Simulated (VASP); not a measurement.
Here is a VASP 6.6.1 calculation.

Contents of INCAR:

```
SYSTEM = Sb3S5
PREC = Accurate
ENCUT = 520
EDIFF = 1E-6
ISMEAR = 0
SIGMA = 0.1
LREAL = .FALSE.
LASPH = .TRUE.
NELM = 60
ALGO = Normal
ISIF = 2
LWAVE = .FALSE.
LCHARG = .FALSE.
GGA = PE
NBANDS = 32
```

Contents of KPOINTS:

```
regular mesh
0
G
  12 12 2
  0 0 0
```

The input POSCAR:

```
Sb3S5
1.0
    3.8621791722      0.0000000000      0.0000000000
   -1.9310895861      3.3447452771      0.0000000000
    0.0000000000      0.0000000000     17.1533131438
Sb S
3 5
Direct
    0.0000000000      0.0000000000      0.5000000000
    0.3333333333      0.6666666667      0.1078231574
    0.6666666667      0.3333333333      0.8921768426
    0.6666666667      0.3333333333      0.5871874527
    0.3333333333      0.6666666667      0.4128125473
    0.6666666667      0.3333333333      0.1930499808
    0.3333333333      0.6666666667      0.8069500192
    0.0000000000      0.0000000000      0.0000000000
```

Potentials or basis: VASP PAW PBE potentials, release 64 (Sb, S).

The run is started by

```console
$ cat potpaw_PBE.64/Sb/POTCAR potpaw_PBE.64/S/POTCAR > POTCAR
$ mpirun -np 1 vasp_std > vasp.out
```

(1) What does it give for the band gap on the k mesh?

(2) Estimate the largest force.

(3) Estimate the pressure.

Results:

(1) zero (an odd number of electrons rules out a gap without spin polarisation).

(2) 0.026 eV/Å.

(3) -0.2 GPa.

Caveat: spin-orbit coupling is left out, which moves the levels of the heavy elements; this functional lacks dispersion, which binds the layers, so the pressure and a relaxed spacing across them are unreliable.
